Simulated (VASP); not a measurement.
Sn3H2, 5 atoms in the cell. It takes space group R-3m (No. 166, trigonal). Conventional cell: a = 3.560 Å, b = 3.560 Å, c = 24.754 Å, α = 90.00°, β = 90.00°, γ = 120.00°. Within 3.7 Å of Sn (site symmetry -3m) lie 6 H at 2.64 Å and 12 Sn at 3.56 to 3.69 Å. Sn (site symmetry 3m) has 3 H at 2.50 Å and 3 Sn at 2.95 Å within 3.3 Å. Within 3.3 Å of H (site symmetry 3m) lie 6 Sn at 2.50 to 2.64 Å. 

```yaml
Program: VASP 6.6.1
Task: relaxation of cell and atoms
Functional: PBE
Potentials_or_basis: VASP PAW PBE potentials, release 64 (Sn_d, H)
Cutoff: 600 eV
k_mesh: 6 × 6 × 6
Occupations: gaussian, width 0.1 eV
Spin: no spin polarisation
Dipole_correction: no
Further_INCAR_settings: ALGO = Normal; EDIFF = 1e-07; IBRION = 2; EDIFFG = -0.04; NSW = 90; ISIF = 3
```

Potentials or basis: VASP PAW PBE potentials, release 64 (Sn_d, H).

Launch:

```sh
$ cat potpaw_PBE.64/Sn_d/POTCAR potpaw_PBE.64/H/POTCAR > POTCAR
$ mpirun -np 1 vasp_std > vasp.out
```

Hardware: 1 thread of AMD EPYC 9R45 (Zen 5) (shared host).

Question: Estimate the wall time of this run.

Answer: It took 80 min on 1 thread of AMD EPYC 9R45 (Zen 5), on a shared host, peak memory 0.73 GiB. Counts: scf iterations 185, k points 32, ion steps 19.
